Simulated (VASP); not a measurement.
Cu2Te, 6 atoms in the cell. Symmetry: P6/mmm, No. 191, hexagonal system. The conventional cell has a = 4.304 Å, b = 4.304 Å, c = 8.523 Å, α = 90.00°, β = 90.00°, γ = 120.00°. Within 3.3 Å of Cu (site symmetry 3m) lie 4 Cu at 2.48 to 2.59 Å and 3 Te at 2.67 Å. Te (site symmetry 6mm) has 6 Cu at 2.67 Å within 3.5 Å. 

- Program: VASP 6.6.1
- Task: relaxation of cell and atoms
- Functional: BLYP
- Dispersion: D3(BJ)
- Potentials or basis: VASP PAW PBE potentials, release 64 (Cu, Te)
- Cutoff: 600 eV
- k mesh: 5 × 5 × 2
- Occupations: fermi-dirac, width 0.02 eV
- Spin: no spin polarisation
- Dipole correction: no
- Further INCAR settings: ALGO = Normal; EDIFF = 1e-06; IBRION = 2; EDIFFG = -0.05; NSW = 80; ISIF = 3

Potentials or basis: VASP PAW PBE potentials, release 64 (Cu, Te).

The run is started by

```sh
$ cat potpaw_PBE.64/Cu/POTCAR potpaw_PBE.64/Te/POTCAR > POTCAR
$ mpirun -np 1 vasp_std > vasp.out
```

Hardware: 1 thread of Intel(R) Xeon(R) Platinum 8259CL CPU @ 2.50GHz (Skylake/Cascade Lake), with other jobs on the host.

How long does it take, and how much memory?

Wall time 16 min on 1 thread of Intel(R) Xeon(R) Platinum 8259CL CPU @ 2.50GHz (Skylake/Cascade Lake), with other jobs on the host, peak memory 0.33 GiB. Counts: scf iterations 102, k points 10, ion steps 10.
